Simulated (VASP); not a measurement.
# Sb (Fm-3m) in VASP: settings compared

Aim: see how the results for Sb move with the level of theory and the settings. Levels: LDA, r2SCAN0, PBE-based screened hybrid. Tasks: single point.

All numbers are computed with VASP 6.6.1; they aren't measurements. Logs are shortened: lines on timing, memory, paths and dates and some standing lists are left out, and cuts for length are marked.

**1. The cell of the first run**

The structure is cubic, space group Fm-3m (No. 225). Conventional cell: a = 4.742 Å, b = 4.742 Å, c = 4.742 Å, α = 90.00°, β = 90.00°, γ = 90.00°. Within 4.4 Å of Sb (site symmetry m-3m) lie 12 Sb at 3.35 Å.

**2. Single point, LDA**

Contents of INCAR:

```
PREC = Accurate
ENCUT = 520
EDIFF = 1E-6
ISMEAR = -1
SIGMA = 0.05
LREAL = F
LASPH = T
NELM = 60
ALGO = Normal
ISIF = 2
LWAVE = F
LCHARG = T
LELF = T
LVHAR = T
NBANDS = 8
```

Contents of KPOINTS:

```
Automatic mesh
0
Gamma
  10 10 10
```

Contents of POSCAR:

```
Sb
1.0
    0.0000000000      2.3712425216      2.3712425216
    2.3712425216      0.0000000000      2.3712425216
    2.3712425216      2.3712425216      0.0000000000
Sb
1
Direct
    0.0000000000      0.0000000000      0.0000000000
```

Potentials or basis: VASP PAW LDA potentials, release 64 (Sb).

Run with:

```
cat potpaw_LDA.64/Sb/POTCAR > POTCAR
mpirun -np 1 vasp_std > vasp.out
```

OUTCAR:

```text
PREC = Accurate
   ENCUT = 520
   EDIFF = 1E-6
   ISMEAR = -1
   LREAL = F
   LASPH = T
   NELM = 60
   ISIF = 2

 ion  position               nearest neighbor table
   1  0.000  0.000  0.000-

  LATTYP: Found a face centered cubic cell.
 ALAT       =     4.7424850432

  Lattice vectors:

 A1 = (   0.0000000000,   2.3712425216,   2.3712425216)
 A2 = (   2.3712425216,   0.0000000000,   2.3712425216)
 A3 = (   2.3712425216,   2.3712425216,   0.0000000000)

Analysis of symmetry for initial positions (statically):
=====================================================================
 Subroutine PRICEL returns:
 Original cell was already a primitive cell.

 Routine SETGRP: Setting up the symmetry group for a
 face centered cubic supercell.

 Subroutine GETGRP returns: Found 48 space group operations
[... 9 lines left out ...]

 Routine SETGRP: Setting up the symmetry group for a
 face centered cubic supercell.

 Subroutine GETGRP returns: Found 48 space group operations
[... 11 lines left out ...]
                                     Primitive cell

  volume of cell :      26.6660

  direct lattice vectors                    reciprocal lattice vectors
     0.000000000  2.371242522  2.371242522    -0.210859916  0.210859916  0.210859916
     2.371242522  0.000000000  2.371242522     0.210859916 -0.210859916  0.210859916
     2.371242522  2.371242522  0.000000000     0.210859916  0.210859916 -0.210859916

  length of vectors
     3.353443334  3.353443334  3.353443334     0.365220089  0.365220089  0.365220089

  position of ions in fractional coordinates (direct lattice)
     0.000000000  0.000000000  0.000000000

  ion indices of the primitive-cell ions
   primitive index   ion index
                 1           1

----------------------------------------------------------------------------------------

 KPOINTS: Automatic mesh

Automatic generation of k-mesh.
 Grid dimensions read from file:
 generate k-points for:   10   10   10

 Generating k-lattice:

  Cartesian coordinates                     Fractional coordinates (reciprocal lattice)
    -0.021085992  0.021085992  0.021085992     0.100000000  0.000000000  0.000000000
     0.021085992 -0.021085992  0.021085992     0.000000000  0.100000000  0.000000000
     0.021085992  0.021085992 -0.021085992     0.000000000  0.000000000  0.100000000

  Length of vectors
     0.036522009  0.036522009  0.036522009

  Shift w.r.t. Gamma in fractional coordinates (k-lattice)
[... 45 lines left out ...]
   ICHARG =      2    charge: 1-file 2-atom 10-const
   ISPIN  =      1    spin polarized calculation?
   LNONCOLLINEAR =      F non collinear calculations
   LSORBIT =      F    spin-orbit coupling
   LASPH  =      T    aspherical Exc in radial PAW
   ENCUT  =  520.0 eV  38.22 Ry    6.18 a.u.   6.24  6.24  6.24*2*pi/ulx,y,z
   NELM   =     60;   NELMIN=  2; NELMDL= -5     # of ELM steps
   EDIFF  = 0.1E-05   stopping-criterion for ELM
   LREAL  =      F    real-space projection
   EDIFFG = 0.1E-04   stopping-criterion for IOM
   NSW    =      0    number of steps for IOM
   IBRION =     -1    ionic relax: 0-MD 1-quasi-New 2-CG
   NFREE  =      0    steps in history (QN), initial steepest desc. (CG)
   ISIF   =      2    stress and relaxation
   ISYM   =      2    0-nonsym 1-usesym 2-fastsym
   POTIM  = 0.5000    time-step for ionic-motion
   TEBEG  =    0.0;   TEEND  =   0.0 temperature during run
   PSTRESS=    0.0 pullay stress
   NELECT =       5.0000    total number of electrons
   NUPDOWN=      -1.0000    fix difference up-down
   EMIN   =  10.00;   EMAX   =-10.00  energy-range for DOS
   EFERMI =   0.00;   METHOD = LEGACY
   ISMEAR =    -1;   SIGMA  =   0.05  broadening in eV -4-tet -1-fermi 0-gaus
   EFERMI_NEDOS =   21; number of points for ismear=-14 and -15
   IALGO  =     38    algorithm
   IMIX   =      4    mixing-type and parameters
     AMIX     =   0.40;   BMIX     =  1.00
     AMIX_MAG =   1.60;   BMIX_MAG =  1.00
  volume/ion in A,a.u.               =      26.67       179.95
  Fermi-wavevector in a.u.,A,eV,Ry     =   0.937013  1.770697 11.945820  0.877993
  Thomas-Fermi vector in A             =   2.064081
   LORBIT       =      0    0 simple, 1 ext, 2 COOP (PROOUT), +10 PAW based schemes
   GGA     = CA    functional components
   LHFCALC =     F    Hartree Fock is set to
   AEXX    =    0.0000 exact exchange contribution
   IVDW    =     0    specifies the selected vdW correction
   LEPSILON=     F    determine dielectric tensor
   LRPA    =     F    only Hartree local field effects (RPA)
 non-spin polarized calculation
  energy-cutoff  :      520.00
  volume of cell :       26.67
 maximum number of plane-waves:       728
 NGX is ok and might be reduce to    28
   NGX = 13   NGY = 13   NGZ = 13

 number of electron       5.0000000 magnetization

 Free energy of the ion-electron system (eV)
  ---------------------------------------------------
  ext. energy  EPLUGINS =         0.00000000
  ---------------------------------------------------
  free energy    TOTEN  =        -4.52710786 eV

  energy without entropy =       -4.52066141  energy(sigma->0) =       -4.52388463

 E-fermi :   8.5002     XC(G=0): -10.4152

 val. band max:        8.4551057580   @ k =  -0.4000   0.4000   0.1000
 cond. band min:       8.5510945354   @ k =  -0.2000   0.2000   0.0000
 fundamental gap:      0.0959887774
 Fermi energy:         8.5001669799

 k-point     1 :       0.0000    0.0000    0.0000
  band No.  band energies     occupation
      1      -4.4826      2.00000
      2      13.8319      0.00000
      3      13.8319      0.00000
      4      13.8319      0.00000
      5      18.3286      0.00000
      6      18.3286      0.00000
      7      18.3286      0.00000
      8      18.8674      0.00000
[... 243 lines left out ...]
 k-point    24 :       0.4000    0.3000    0.0000
  band No.  band energies     occupation
      1      -1.2009      2.00000
      2       6.4196      2.00000
      3       8.7713      0.00880
      4       9.6564      0.00000
      5      13.7199      0.00000
      6      14.9207      0.00000
      7      22.8426      0.00000
      8      23.5511      0.00000

 [... further k-points ...]
[... 5 lines left out ...]
  --------------------------------------------------------------------------------------
  -------------------------------------------------------------------------------------
  Total       -0.3742044     -0.3742044     -0.3742044     -0.0000000      0.0000000     -0.0000000
  in kB      -22.4833752    -22.4833752    -22.4833752     -0.0000000      0.0000000     -0.0000000
  external PRESSURE =     -22.4833752 kB  Pullay stress =       0.0000000 kB

 VOLUME and BASIS-vectors are now :
 -----------------------------------------------------------------------------
  energy-cutoff  :      520.00
  volume of cell :       26.67
      direct lattice vectors                 reciprocal lattice vectors
     0.000000000  2.371242522  2.371242522    -0.210859916  0.210859916  0.210859916
     2.371242522  0.000000000  2.371242522     0.210859916 -0.210859916  0.210859916
     2.371242522  2.371242522  0.000000000     0.210859916  0.210859916 -0.210859916

 POSITION                                       TOTAL-FORCE (eV/Angst)
 -----------------------------------------------------------------------------------
      0.00000      0.00000      0.00000         0.000000     -0.000000      0.000000
 -----------------------------------------------------------------------------------
    total drift:                               -0.000000      0.000000      0.000000

  FREE ENERGIE OF THE ION-ELECTRON SYSTEM (eV)
  ---------------------------------------------------
  free  energy   TOTEN  =        -4.5271078595 eV

  energy  without entropy=       -4.5206614087  energy(sigma->0) =       -4.52388463
```

OSZICAR:

```text
N       E                     dE             d eps       ncg     rms          rms(c)
DAV:   1     0.424834074248E+01    0.42483E+01   -0.16582E+03   768   0.410E+02
DAV:   2    -0.441903590240E+01   -0.86674E+01   -0.83241E+01  1056   0.511E+01
DAV:   3    -0.453479216397E+01   -0.11576E+00   -0.11553E+00   872   0.638E+00
DAV:   4    -0.453514963801E+01   -0.35747E-03   -0.35747E-03  1128   0.460E-01
DAV:   5    -0.453515012438E+01   -0.48637E-06   -0.48618E-06   928   0.116E-02    0.180E+00
DAV:   6    -0.452990252622E+01    0.52476E-02   -0.23599E-03   856   0.214E-01    0.103E+00
DAV:   7    -0.452712270467E+01    0.27798E-02   -0.43470E-03   824   0.291E-01    0.298E-02
DAV:   8    -0.452710798025E+01    0.14724E-04   -0.40898E-05  1072   0.508E-02    0.751E-03
DAV:   9    -0.452710785949E+01    0.12076E-06   -0.33544E-07  1056   0.449E-03
   1 F= -.45271079E+01 E0= -.45238846E+01  d E =-.644645E-02
```

Run time: 19 s. Hardware: 1 thread of AMD EPYC 7R13, shared host; peak memory 0.11 GiB.

What came out:

```
Free energy : -4.5271 eV
Pressure    : -2.2 GPa
```

Levels at points of the mesh, in eV from the Fermi level:
```tsv
k point	band 1	band 2	band 3	band 4	band 5	band 6	band 7
(0.00, 0.00, 0.00)	-12.98	5.33	5.33	5.33	9.83	9.83	9.83
(0.50, 0.00, 0.00)	-9.21	-5.82	3.64	3.64	8.21	9.03	9.03
(0.50, 0.50, 0.00)	-7.58	-4.92	0.39	0.39	4.22	4.68	16.44
```

Caveat: spin-orbit coupling is left out, which moves the levels of the heavy elements.

**3. Single point, r2SCAN0**

POSCAR is that of step 2.

Contents of INCAR.step1:

```
SYSTEM = Sb
PREC     = Accurate       ! precision mode
ENCUT    = 520            ! plane-wave cutoff, eV
EDIFF    = 1E-5           ! SCF threshold, eV
ISMEAR   = -1             ! smearing method
SIGMA    = 0.05           ! smearing width, eV
LREAL    = .FALSE.        ! projectors in reciprocal space
LASPH    = .TRUE.         ! aspherical terms in the spheres
NELM     = 60             ! most SCF steps
ALGO     = Normal         ! electronic algorithm
ISIF     = 2              ! what is computed and relaxed
LWAVE    = .TRUE.         ! write WAVECAR
LCHARG   = .FALSE.        ! write CHGCAR
GGA      = PE             ! functional
NBANDS   = 8              ! bands
```

Contents of INCAR.step2:

```
SYSTEM = Sb
PREC     = Accurate       ! precision mode
ENCUT    = 520            ! plane-wave cutoff, eV
EDIFF    = 1E-6           ! SCF threshold, eV
ISMEAR   = -1             ! smearing method
SIGMA    = 0.05           ! smearing width, eV
LREAL    = .FALSE.        ! projectors in reciprocal space
LASPH    = .TRUE.         ! aspherical terms in the spheres
NELM     = 60             ! most SCF steps
ALGO     = Normal         ! electronic algorithm
ISIF     = 2              ! what is computed and relaxed
LWAVE    = .FALSE.        ! write WAVECAR
LCHARG   = .FALSE.        ! write CHGCAR
METAGGA  = R2SCAN         ! meta-GGA
LHFCALC  = .TRUE.         ! exact exchange
AEXX     = 0.25           ! exact-exchange fraction
LMIXTAU  = .TRUE.       
PRECFOCK = Normal       
ISTART   = 1            
NBANDS   = 8              ! bands
```

Contents of KPOINTS:

```
Automatic mesh
0
G
  6 6 6
  0 0 0
```

Potentials or basis: VASP PAW PBE potentials, release 64 (Sb).

Run with:

```
cat potpaw_PBE.64/Sb/POTCAR > POTCAR
cp INCAR.step1 INCAR
mpirun -np 1 vasp_std > vasp.out
cp INCAR.step2 INCAR
mpirun -np 1 vasp_std > vasp.out
```

Wall time 5.6 min (1 thread of Intel Xeon Platinum 8488C (Sapphire Rapids), shared host); peak memory 0.16 GiB.

It converged, with:

```yaml
Free_energy: -21.3758 eV
Pressure: -2.0 GPa
```

Levels at points of the mesh, in eV from the Fermi level:
```tsv
k point	band 1	band 2	band 3	band 4	band 5	band 6	band 7
(0.00, 0.00, 0.00)	-15.69	6.43	6.43	6.43	11.10	11.10	11.10
(0.50, 0.00, 0.00)	-11.20	-7.66	4.47	4.47	9.40	10.20	10.20
(0.50, 0.50, 0.00)	-9.19	-6.61	0.49	0.49	4.95	5.20	19.01
```

Caveat: the k points lie up to 0.38 Å⁻¹ apart; the PAW data sets were made with another functional, which shifts forces and pressure a little; spin-orbit coupling is left out, which moves the levels of the heavy elements.

**4. Single point, PBE-based screened hybrid**

POSCAR is that of step 3.

Contents of INCAR.step1:

```
SYSTEM = Sb
ALGO     = Normal         ! electronic algorithm
EDIFF    = 1E-5           ! SCF threshold, eV
ENCUT    = 520            ! plane-wave cutoff, eV
GGA      = PE             ! functional
ISIF     = 2              ! what is computed and relaxed
ISMEAR   = -1             ! smearing method
LASPH    = .TRUE.         ! aspherical terms in the spheres
LREAL    = .FALSE.        ! projectors in reciprocal space
LWAVE    = .TRUE.         ! write WAVECAR
NBANDS   = 8              ! bands
NELM     = 100            ! most SCF steps
PREC     = Accurate       ! precision mode
SIGMA    = 0.05           ! smearing width, eV
```

Contents of INCAR.step2:

```
SYSTEM = Sb
AEXX     = 0.05           ! exact-exchange fraction
ALGO     = Normal         ! electronic algorithm
EDIFF    = 1E-6           ! SCF threshold, eV
ENCUT    = 520            ! plane-wave cutoff, eV
GGA      = PE             ! functional
HFSCREEN = 0.2            ! screening, 1/A
ISIF     = 2              ! what is computed and relaxed
ISMEAR   = -1             ! smearing method
ISTART   = 1            
LASPH    = .TRUE.         ! aspherical terms in the spheres
LCHARG   = .TRUE.         ! write CHGCAR
LELF     = .TRUE.         ! ELF
LHFCALC  = .TRUE.         ! exact exchange
LREAL    = .FALSE.        ! projectors in reciprocal space
LVHAR    = .TRUE.       
LWAVE    = .FALSE.        ! write WAVECAR
NBANDS   = 8              ! bands
NELM     = 100            ! most SCF steps
PREC     = Accurate       ! precision mode
PRECFOCK = Normal       
SIGMA    = 0.05           ! smearing width, eV
```

Contents of KPOINTS:

```
k-points
0
G
  5 5 5
  0 0 0
```

Run with:

```
cat potpaw_PBE.64/Sb/POTCAR > POTCAR
cp INCAR.step1 INCAR
mpirun -np 1 vasp_std > vasp.out
cp INCAR.step2 INCAR
mpirun -np 1 vasp_std > vasp.out
```

Run time: 37 s. Hardware: 1 thread of Intel Xeon 6975P-C (Granite Rapids), shared host; peak memory 0.26 GiB.

It converged, with:

```
Free energy : -3.9163 eV
Pressure    : 1.2 GPa
```

Levels at points of the mesh, in eV from the Fermi level:
| k point | band 1 | band 2 | band 3 | band 4 | band 5 | band 6 | band 7 |
| --- | --- | --- | --- | --- | --- | --- | --- |
| (0.00, 0.00, 0.00) | -13.13 | 5.72 | 5.72 | 5.72 | 10.30 | 10.30 | 10.30 |

Caveat: the k points lie up to 0.46 Å⁻¹ apart; the PAW data sets were made with another functional, which shifts forces and pressure a little; spin-orbit coupling is left out, which moves the levels of the heavy elements.

**5. Single point, PBE-based screened hybrid**

POSCAR is that of step 4.

Contents of INCAR.step1:

```
ALGO = Normal
EDIFF = 1E-5
ENCUT = 520
GGA = PE
ISIF = 2
ISMEAR = -1
LASPH = True
LREAL = False
LWAVE = True
NBANDS = 8
NELM = 80
PREC = Accurate
SIGMA = 0.05
```

Contents of INCAR.step2:

```
AEXX = 0.1
ALGO = Normal
EDIFF = 1E-7
ENCUT = 520
GGA = PE
HFSCREEN = 0.2
ISIF = 2
ISMEAR = -1
ISTART = 1
LASPH = True
LCHARG = True
LELF = True
LHFCALC = True
LREAL = False
LVHAR = True
LWAVE = False
NBANDS = 8
NELM = 80
PREC = Accurate
PRECFOCK = Normal
SIGMA = 0.05
```

Contents of KPOINTS:

```
k-points
0
Gamma
  5 5 5
```

Run with:

```
cat potpaw_PBE.64/Sb/POTCAR > POTCAR
cp INCAR.step1 INCAR
mpirun -np 1 vasp_std > vasp.out
cp INCAR.step2 INCAR
mpirun -np 1 vasp_std > vasp.out
```

It took 82 s on 1 thread of Intel Xeon 6975P-C (Granite Rapids), shared host; peak memory 0.25 GiB.

It converged, with:

| Quantity | Value |
| --- | --- |
| Free energy | -4.0708 eV |
| Pressure | 0.7 GPa |

Levels at points of the mesh, in eV from the Fermi level:
```csv
k point,band 1,band 2,band 3,band 4,band 5
"(0.00, 0.00, 0.00)",-13.43,5.87,5.87,5.87,10.43
```

Caveat: the k points lie up to 0.46 Å⁻¹ apart; the PAW data sets were made with another functional, which shifts forces and pressure a little; spin-orbit coupling is left out, which moves the levels of the heavy elements.

**6. Summary**

| level | potentials or basis | k mesh | grid for exact exchange (PRECFOCK) | share of exact exchange | screening parameter | gap on the mesh (eV) | pressure (GPa) |
| --- | --- | --- | --- | --- | --- | --- | --- |
| LDA | VASP PAW LDA potentials, release 64 (Sb) | 10 × 10 × 10 | - | - | - | none | -2.2 |
| r2SCAN0 | VASP PAW PBE potentials, release 64 (Sb) | 6 × 6 × 6 | Normal | - | - | none | -2.0 |
| PBE-based screened hybrid | VASP PAW PBE potentials, release 64 (Sb) | 5 × 5 × 5 | Normal | 0.05 | 0.2 1/Å | none | 1.2 |
| PBE-based screened hybrid | VASP PAW PBE potentials, release 64 (Sb) | 5 × 5 × 5 | Normal | 0.1 | 0.2 1/Å | none | 0.7 |

Alike in all rows: task single point; no spin polarisation; cell as given; cutoff (eV) 520; smearing fermi-dirac 0.05 eV.

Caveats: some runs use coarse meshes; spin-orbit coupling is left out, which moves the levels of the heavy elements; the PAW data sets were made with another functional, which shifts forces and pressure a little (some runs).

Total energies depend on the potentials used, so only differences within one code and one set of settings carry meaning.
